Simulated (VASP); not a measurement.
Set up this calculation in VASP 6.6.1, as the native input.

```yaml
Task: single point
Functional: r2SCAN
Potentials_or_basis: VASP PAW PBE potentials, release 64 (P, Ga_d, Sb)
Cutoff: 520 eV
k_mesh: 6 × 6 × 6
Occupations: fermi-dirac, width 0.02 eV
Spin: no spin polarisation
Dipole_correction: no
Further_INCAR_settings: ALGO = Normal; EDIFF = 1e-06; NBANDS = 46
```

Ga4Sb3P:

```xyz
8
Lattice="-2.9808 2.9808 5.9450 2.9808 -2.9808 5.9450 2.9808 2.9808 -5.9450" Properties=species:S:1:pos:R:3 pbc="T T T"
P     0.0000    0.0000    0.0000
Ga    1.6069    1.6069    4.5378
Ga   -1.6069    1.6069    7.3521
Ga    1.3739    1.3739   -1.4071
Ga    1.6069   -1.6069    7.3521
Sb    2.9808    0.0000    2.9725
Sb    0.0000    0.0000    5.9450
Sb    0.0000    2.9808    2.9725
```

These files were run (other wordings do the same):

POSCAR

```
Ga4Sb3P
1.0
   -2.9808101091      2.9808101091      5.9449628238
    2.9808101091     -2.9808101091      5.9449628238
    2.9808101091      2.9808101091     -5.9449628238
P Ga Sb
1 4 3
Direct
    0.0000000000      0.0000000000      0.0000000000
    0.6511953186      0.6511953186      0.5390831019
    0.8878877832      0.3488046814      0.0000000000
    0.1121122168      0.1121122168      0.4609168981
    0.3488046814      0.8878877832      0.0000000000
    0.2500000000      0.7500000000      0.5000000000
    0.5000000000      0.5000000000      0.0000000000
    0.7500000000      0.2500000000      0.5000000000
```

INCAR.step1

```
ALGO = Normal ; EDIFF = 1E-4
ENCUT = 520 ; GGA = PE
ISMEAR = -1 ; LASPH = True
LCHARG = False ; LREAL = False
LWAVE = True ; NBANDS = 46
NELM = 60 ; PREC = Accurate
SIGMA = 0.02
```

INCAR.step2

```
ALGO = Normal ; EDIFF = 1E-6
ENCUT = 520 ; ISIF = 2
ISMEAR = -1 ; ISTART = 1
LASPH = True ; LCHARG = True
LELF = True ; LMIXTAU = True
LREAL = False ; LVHAR = True
LWAVE = False ; METAGGA = R2SCAN
NBANDS = 46 ; NELM = 60
PREC = Accurate ; SIGMA = 0.02
```

KPOINTS

```
k-points
0
Gamma
  6 6 6
```

Potentials or basis: VASP PAW PBE potentials, release 64 (P, Ga_d, Sb).

The run is started by

```bash
$ cat potpaw_PBE.64/P/POTCAR potpaw_PBE.64/Ga_d/POTCAR potpaw_PBE.64/Sb/POTCAR > POTCAR
$ cp INCAR.step1 INCAR
$ mpirun -np 1 vasp_std > vasp.out
$ cp INCAR.step2 INCAR
$ mpirun -np 1 vasp_std > vasp.out
```

It gave:

* Pressure: 0.1 GPa
* Largest force: 0.015 eV/Å
* Band gap on the k mesh: 0.68 eV

Caveat: semilocal functionals underestimate gaps, and a narrow one can read as zero; the PAW data sets were made with another functional, which shifts forces and pressure a little; spin-orbit coupling is left out, which moves the levels of the heavy elements.

It took 12 min on 1 thread of Intel(R) Xeon(R) 6975P-C (Granite Rapids), with other jobs on the host, peak memory 0.57 GiB.
